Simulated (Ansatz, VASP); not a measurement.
## One calculation of AlN, two programs

```
Al N
1.0
     3.26735    0.00000    0.00000
    -1.63368    2.82961    0.00000
     0.00000    0.00000    4.13097
Al N
2 2
Direct
  0.66667 0.33333 0.25000
  0.33333 0.66667 0.75000
  0.66667 0.33333 0.75000
  0.33333 0.66667 0.25000
```

Change from the starting cell: volume scaled by 0.96.

Alike in both runs: task single point; functional LDA; k mesh 9 × 9 × 7; occupations fermi-dirac, width 0.05 eV; no spin polarisation.

```csv
,VASP,Ansatz
version,VASP 6.6.1,Ansatz 0.2.0
potentials or method,"VASP PAW LDA potentials, release 64 (Al, N), cutoff 520 eV","all-electron LAPW, scalar-relativistic"
```

Ansatz gave:

* gap on the k mesh at the Fermi level (eV): 3.59
* least direct gap on the mesh (eV): 3.59
* pressure (GPa): -0.1
* traceless stress, the component that is largest in VASP (GPa): -1.37

What did VASP give for the same quantities?

gap on the k mesh at the Fermi level (eV): 3.59; least direct gap on the mesh (eV): 3.59; pressure (GPa): 0.4; traceless stress, the component that is largest in VASP (GPa): -1.58.

LDA's correlation is that of Perdew and Zunger in VASP and of Perdew and Wang (1992) in Ansatz. Ansatz ran all-electron here, and VASP with PAW potentials.
